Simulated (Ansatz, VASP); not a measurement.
**HfO2 in VASP and in Ansatz**

```
Hf O
1.0
     3.60430    0.00000    0.00000
     0.00000    3.60430    0.00000
     0.00000    0.00000    5.26397
Hf O
2 4
Cartesian
  1.8022 1.8022 2.6320
  0.0000 0.0000 0.0000
  0.0348 1.8022 3.6689
  1.8022 0.0000 4.2467
  1.8022 0.0000 1.6147
  0.0000 1.8022 1.0173
```

Alike in both runs: task single point; functional PBE; k mesh 6 × 6 × 4; occupations gaussian, width 0.05 eV; no spin polarisation.

|  | VASP | Ansatz |
| --- | --- | --- |
| version | VASP 6.6.1 | Ansatz 0.2.0 |
| potentials or method | VASP PAW PBE potentials, release 64 (Hf_pv, O), cutoff 520 eV | scalar-relativistic, plane waves, PAW |
| valence electrons in the cell | 44 | 76 |

Ansatz gave:

- gap on the k mesh at the Fermi level (eV): 4.64
- pressure (GPa): -0.1
- traceless stress, the component that is largest in VASP (GPa): -0.69
- rms of the force components (eV/Å): 0.180

Problem. Estimate VASP's values.

Solution. gap on the k mesh at the Fermi level (eV): 4.62; pressure (GPa): -3.3; traceless stress, the component that is largest in VASP (GPa): -0.65; rms of the force components (eV/Å): 0.180.

Atom by atom the forces differ by 0.023 eV/Å (rms over components). With one functional, cell and mesh, what is left measures potentials, basis and numerics. VASP's potentials hold 44 valence electrons a cell and Ansatz's 76, so a difference there can come from the potentials and not from the codes.

Spin-orbit coupling is off throughout.
